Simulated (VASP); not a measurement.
# CaO (I4/mmm) in VASP: single point with PBE

Aim: the single point of CaO with PBE.

Program: VASP 6.6.1. These are calculated values, not measurements. Logs are shortened: lines on timing, memory, paths and dates and some standing lists are left out, and cuts for length are marked.

### 1 The cell of the first run

The structure is tetragonal, space group I4/mmm (No. 139). The conventional cell has a = 3.526 Å, b = 3.526 Å, c = 4.704 Å, α = 90.00°, β = 90.00°, γ = 90.00°. Ca (site symmetry 4/mmm) has 6 O at 2.35 to 2.49 Å within 3.1 Å. Within 3.1 Å of O (site symmetry 4/mmm) lie 6 Ca at 2.35 to 2.49 Å.

### 2 Single point, PBE (epitaxial xy strain +4.0%)

The input, INCAR:

```
ALGO = Normal ; EDIFF = 1E-7
ENCUT = 520 ; GGA = PE
ISIF = 2 ; ISMEAR = 0
LASPH = True ; LCHARG = False
LREAL = False ; LWAVE = False
NBANDS = 15 ; NELM = 60
PREC = Accurate ; SIGMA = 0.01
```

The input, KPOINTS:

```
k-points
0
Gamma
  6 6 6
```

The input, POSCAR:

```
CaO
1.0
    0.0000000000      2.4934521147      2.3522183391
    2.4934521147      0.0000000000      2.3522183391
    2.4934521147      2.4934521147      0.0000000000
Ca O
1 1
Direct
    0.0000000000      0.0000000000      0.0000000000
    0.5000000000      0.5000000000      0.5000000000
```

Potentials or basis: VASP PAW PBE potentials, release 64 (Ca_sv, O).

The run is started by

```
> cat potpaw_PBE.64/Ca_sv/POTCAR potpaw_PBE.64/O/POTCAR > POTCAR
> mpirun -np 1 vasp_std > vasp.out
```

OUTCAR:

```text
EDIFF = 1E-7
   ENCUT = 520
   GGA = PE
   ISIF = 2
   ISMEAR = 0
   LASPH = True
   LREAL = False
   NELM = 60
   PREC = Accurate

 ion  position               nearest neighbor table
   1  0.000  0.000  0.000-   2 2.35   2 2.35   2 2.49   2 2.49   2 2.49   2 2.49
   2  0.500  0.500  0.500-   1 2.35   1 2.35   1 2.49   1 2.49   1 2.49   1 2.49

  LATTYP: Found a body centered tetragonal cell.
 ALAT       =     3.5262737977
 C/A-ratio  =     1.3341098701

  Lattice vectors:

 A1 = (   0.0000000000,  -2.4934521147,  -2.3522183391)
 A2 = (   0.0000000000,   2.4934521147,  -2.3522183391)
 A3 = (   2.4934521147,   0.0000000000,   2.3522183391)

Analysis of symmetry for initial positions (statically):
=====================================================================
 Subroutine PRICEL returns:
 Original cell was already a primitive cell.

 Routine SETGRP: Setting up the symmetry group for a
 body centered tetragonal supercell.

 Subroutine GETGRP returns: Found 16 space group operations
 (whereof 16 operations were pure point group operations)
 out of a pool of 16 trial point group operations.

The static configuration has the point symmetry D_4h.

Analysis of symmetry for dynamics (positions and initial velocities):
=====================================================================
 Subroutine PRICEL returns:
 Original cell was already a primitive cell.

 Routine SETGRP: Setting up the symmetry group for a
 body centered tetragonal supercell.

 Subroutine GETGRP returns: Found 16 space group operations
 (whereof 16 operations were pure point group operations)
 out of a pool of 16 trial point group operations.

The dynamic configuration has the point symmetry D_4h.

 Subroutine INISYM returns: Found 16 space group operations
 (whereof 16 operations are pure point group operations),
 and found     1 'primitive' translations

----------------------------------------------------------------------------------------

                                     Primitive cell

  volume of cell :      29.2489

  direct lattice vectors                    reciprocal lattice vectors
     0.000000000  2.493452115  2.352218339    -0.200525206  0.200525206  0.212565301
     2.493452115  0.000000000  2.352218339     0.200525206 -0.200525206  0.212565301
     2.493452115  2.493452115  0.000000000     0.200525206  0.200525206 -0.212565301

  length of vectors
     3.427861515  3.427861515  3.526273798     0.354407568  0.354407568  0.354407568

  position of ions in fractional coordinates (direct lattice)
     0.000000000  0.000000000  0.000000000
     0.500000000  0.500000000  0.500000000

  ion indices of the primitive-cell ions
   primitive index   ion index
                 1           1
                 2           2

----------------------------------------------------------------------------------------

 KPOINTS: k-points

Automatic generation of k-mesh.
 Grid dimensions read from file:
 generate k-points for:    6    6    6

 Generating k-lattice:

  Cartesian coordinates                     Fractional coordinates (reciprocal lattice)
    -0.033420868  0.033420868  0.035427550     0.166666667  0.000000000  0.000000000
     0.033420868 -0.033420868  0.035427550     0.000000000  0.166666667  0.000000000
     0.033420868  0.033420868 -0.035427550     0.000000000  0.000000000  0.166666667

  Length of vectors
     0.059067928  0.059067928  0.059067928

  Shift w.r.t. Gamma in fractional coordinates (k-lattice)
     0.000000000  0.000000000  0.000000000

 Subroutine IBZKPT returns following result:
 ===========================================

 Found     30 irreducible k-points:

 Following reciprocal coordinates:
            Coordinates               Weight
  0.000000  0.000000  0.000000      1.000000
  0.166667  0.000000  0.000000      8.000000
  0.333333  0.000000  0.000000      8.000000
  0.500000  0.000000  0.000000      4.000000
  0.166667  0.166667  0.000000      2.000000
  0.333333  0.166667  0.000000      8.000000
[... 16 lines left out ...]
  0.333333  0.000000  0.333333      4.000000
  0.500000  0.000000  0.333333     16.000000
 [... further k-points ...]
   k-points           NKPTS =     30   k-points in BZ     NKDIM =     30   number of bands    NBANDS=     15
   number of dos      NEDOS =    301   number of ions     NIONS =      2
   total plane-waves  NPLWV =  21952
   dimension x,y,z NGX =    28 NGY =   28 NGZ =   28
   dimension x,y,z NGXF=    56 NGYF=   56 NGZF=   56
   ions per type =               1   1
   NGX,Y,Z   is equivalent  to a cutoff of  13.58, 13.58, 13.20 a.u.
   NGXF,Y,Z  is equivalent  to a cutoff of  27.16, 27.16, 26.40 a.u.
 SYSTEM =  unknown system
   PREC   = accura    normal or accurate (medium, high low for compatibility)
   ISTART =      0    job   : 0-new  1-cont  2-samecut
   ICHARG =      2    charge: 1-file 2-atom 10-const
   ISPIN  =      1    spin polarized calculation?
   LNONCOLLINEAR =      F non collinear calculations
   LSORBIT =      F    spin-orbit coupling
   LASPH  =      T    aspherical Exc in radial PAW
   ENCUT  =  520.0 eV  38.22 Ry    6.18 a.u.   6.37  6.37  6.56*2*pi/ulx,y,z
   NELM   =     60;   NELMIN=  2; NELMDL= -5     # of ELM steps
   EDIFF  = 0.1E-06   stopping-criterion for ELM
   LREAL  =      F    real-space projection
   EDIFFG = 0.1E-05   stopping-criterion for IOM
   NSW    =      0    number of steps for IOM
   IBRION =     -1    ionic relax: 0-MD 1-quasi-New 2-CG
   NFREE  =      0    steps in history (QN), initial steepest desc. (CG)
   ISIF   =      2    stress and relaxation
   ISYM   =      2    0-nonsym 1-usesym 2-fastsym
   POTIM  = 0.5000    time-step for ionic-motion
   TEBEG  =    0.0;   TEEND  =   0.0 temperature during run
   PSTRESS=    0.0 pullay stress
   NELECT =      16.0000    total number of electrons
   NUPDOWN=      -1.0000    fix difference up-down
   EMIN   =  10.00;   EMAX   =-10.00  energy-range for DOS
   EFERMI =   0.00;   METHOD = LEGACY
   ISMEAR =     0;   SIGMA  =   0.01  broadening in eV -4-tet -1-fermi 0-gaus
   EFERMI_NEDOS =   21; number of points for ismear=-14 and -15
   IALGO  =     38    algorithm
   IMIX   =      4    mixing-type and parameters
     AMIX     =   0.40;   BMIX     =  1.00
     AMIX_MAG =   1.60;   BMIX_MAG =  1.00
  volume/ion in A,a.u.               =      14.62        98.69
  Fermi-wavevector in a.u.,A,eV,Ry     =   1.338890  2.530135 24.390167  1.792627
  Thomas-Fermi vector in A             =   2.467325
   LORBIT       =      0    0 simple, 1 ext, 2 COOP (PROOUT), +10 PAW based schemes
   GGA     = PE    functional components
   LHFCALC =     F    Hartree Fock is set to
   AEXX    =    0.0000 exact exchange contribution
   IVDW    =     0    specifies the selected vdW correction
   LEPSILON=     F    determine dielectric tensor
   LRPA    =     F    only Hartree local field effects (RPA)
 non-spin polarized calculation
 Gauss-broadening in eV      SIGMA  =   0.01
  energy-cutoff  :      520.00
  volume of cell :       29.25
 maximum number of plane-waves:       800
 NGX is ok and might be reduce to    28
   NGX = 13   NGY = 13   NGZ = 13

 number of electron      16.0000005 magnetization

 Free energy of the ion-electron system (eV)
  ---------------------------------------------------
  ext. energy  EPLUGINS =         0.00000000
  ---------------------------------------------------
  free energy    TOTEN  =       -12.77032150 eV

  energy without entropy =      -12.77032150  energy(sigma->0) =      -12.77032150

 E-fermi :   2.2740     XC(G=0): -10.2173

 val. band max:        2.1474970486   @ k =   0.0000   0.0000   0.0000
 cond. band min:       5.5898949234   @ k =   0.5000   0.5000   0.0000
 fundamental gap:      3.4423978748
 Fermi energy:         2.2740328912

 k-point     1 :       0.0000    0.0000    0.0000
  band No.  band energies     occupation
      1     -35.7738      2.00000
      2     -16.5888      2.00000
      3     -16.5888      2.00000
      4     -16.5464      2.00000
      5     -13.3791      2.00000
      6       2.0204      2.00000
      7       2.0204      2.00000
      8       2.1475      2.00000
      9       6.2737      0.00000
     10       8.0578      0.00000
     11       8.0578      0.00000
     12       8.4151      0.00000
     13       9.3248      0.00000
     14       9.9489      0.00000
     15      16.8394      0.00000

 k-point     2 :       0.1667    0.0000    0.0000
  band No.  band energies     occupation
      1     -35.7535      2.00000
      2     -16.8469      2.00000
      3     -16.6071      2.00000
      4     -16.5698      2.00000
      5     -13.0784      2.00000
      6       1.2292      2.00000
      7       1.7089      2.00000
      8       1.7704      2.00000
      9       7.3580      0.00000
     10       8.1247      0.00000
     11       8.5244      0.00000
     12       8.7022      0.00000
     13       9.8781      0.00000
     14      10.5606      0.00000
     15      17.5622      0.00000

 k-point     3 :       0.3333    0.0000    0.0000
  band No.  band energies     occupation
      1     -35.7125      2.00000
      2     -17.2980      2.00000
      3     -16.6433      2.00000
      4     -16.5831      2.00000
      5     -12.5708      2.00000
      6       0.0357      2.00000
      7       1.1788      2.00000
      8       1.1890      2.00000
      9       8.4348      0.00000
     10       9.2367      0.00000
     11       9.5807      0.00000
     12       9.6087      0.00000
     13      11.0490      0.00000
     14      11.7588      0.00000
     15      16.6209      0.00000
[... 343 lines left out ...]
 k-point    23 :       0.3333    0.0000    0.3333
  band No.  band energies     occupation
      1     -35.6982      2.00000
      2     -17.0572      2.00000
      3     -16.7004      2.00000
      4     -16.6969      2.00000
      5     -13.0163      2.00000
      6       0.4000      2.00000
      7       1.7091      2.00000
      8       1.8190      2.00000
      9       6.2321      0.00000
     10       9.0004      0.00000
     11      10.5387      0.00000
     12      10.5500      0.00000
     13      10.6141      0.00000
     14      11.8763      0.00000
     15      17.3810      0.00000

 k-point    24 :       0.5000    0.0000    0.3333
  band No.  band energies     occupation
      1     -35.6780      2.00000
      2     -17.0994      2.00000
      3     -16.8350      2.00000
      4     -16.7083      2.00000
      5     -12.9285      2.00000
      6       0.5473      2.00000
      7       1.2551      2.00000
      8       1.5275      2.00000
      9       6.5939      0.00000
     10       9.7835      0.00000
     11      10.4054      0.00000
     12      10.9518      0.00000
     13      11.1429      0.00000
     14      13.0360      0.00000
     15      15.5218      0.00000

 [... further k-points ...]
[... 5 lines left out ...]
  --------------------------------------------------------------------------------------
  -------------------------------------------------------------------------------------
  Total       -0.9182842     -0.9182842      0.5350364      0.0000000      0.0000000      0.0000000
  in kB      -50.3011583    -50.3011583     29.3078676      0.0000000      0.0000000      0.0000000
  external PRESSURE =     -23.7648164 kB  Pullay stress =       0.0000000 kB

 VOLUME and BASIS-vectors are now :
 -----------------------------------------------------------------------------
  energy-cutoff  :      520.00
  volume of cell :       29.25
      direct lattice vectors                 reciprocal lattice vectors
     0.000000000  2.493452115  2.352218339    -0.200525206  0.200525206  0.212565301
     2.493452115  0.000000000  2.352218339     0.200525206 -0.200525206  0.212565301
     2.493452115  2.493452115  0.000000000     0.200525206  0.200525206 -0.212565301

 POSITION                                       TOTAL-FORCE (eV/Angst)
 -----------------------------------------------------------------------------------
      0.00000      0.00000      0.00000         0.000000      0.000000      0.000000
      2.49345      2.49345      2.35222        -0.000000     -0.000000      0.000000
 -----------------------------------------------------------------------------------
    total drift:                                0.000000      0.000000      0.000000

  FREE ENERGIE OF THE ION-ELECTRON SYSTEM (eV)
  ---------------------------------------------------
  free  energy   TOTEN  =       -12.7703214961 eV

  energy  without entropy=      -12.7703214961  energy(sigma->0) =      -12.77032150
```

Wall time 7.4 s (1 thread of Intel Xeon 6975P-C (Granite Rapids), shared host); peak memory 0.16 GiB.

What came out:

```yaml
Free_energy: -12.7703 eV
Pressure: -2.4 GPa
Band_gap_on_the_k_mesh: 3.44 eV, indirect (least direct gap 4.00 eV)
```

Levels at points of the mesh, in eV from the valence-band top:
```csv
k point,band 6,band 7,band 8,band 9,band 10,band 11
"(0.00, 0.00, 0.00)",-0.13,-0.13,0.00,4.13,5.91,5.91
"(0.50, 0.00, 0.00)",-2.61,-1.21,-1.20,6.72,8.00,8.00
"(0.50, 0.50, 0.00)",-1.18,-0.56,-0.56,3.44,7.66,8.52
"(0.50, 0.00, 0.50)",-1.50,-0.46,-0.36,3.64,7.49,8.61
```

Caveat: the cell differs from its parent crystal (epitaxial xy strain +4.0%). A k mesh can miss the band edges.
